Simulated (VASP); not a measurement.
Crystal: KTaO3.

```xyz
5
Lattice="4.0665 0.0000 0.0000 0.0000 4.0665 0.0000 0.0000 0.0000 4.0665" Properties=species:S:1:pos:R:3 pbc="T T T"
Ta    0.0000    0.0000    0.0000
K     2.0333    2.0333    2.0333
O     0.0000    0.0000    2.0333
O     0.0000    2.0333    0.0000
O     2.0333    0.0000    0.0000
```

Base run:

| Property | Result |
| --- | --- |
| Program | VASP 6.6.1 |
| Functional | PBEsol |
| Potentials or basis | VASP PAW PBE potentials, release 64 (Ta_sv_GW, K_sv, O) |
| Cutoff | 700 eV |
| k mesh | 7 × 7 × 7 |
| Occupations | fermi-dirac, width 0.05 eV |
| Spin | no spin polarisation |

Its results: band gap on the k mesh 2.05 eV (least direct gap 2.64 eV); pressure -10.7 GPa.

**Question.** The run is repeated on the same cell with these changes: dispersion from none to D4. What comes out?

**Answer.** Band gap on the k mesh 2.05 eV (least direct gap 2.64 eV); pressure -11.8 GPa.

Dispersion adds attraction, which lowers the pressure at fixed volume and, as a term added to the energy, leaves the levels alone.

Caveats: the cell stands under tension; the PAW data sets were made with another functional, which shifts forces and pressure a little; spin-orbit coupling is left out, which moves the levels of the heavy elements; an odd mesh through Γ misses points on the zone boundary, where band edges can lie.
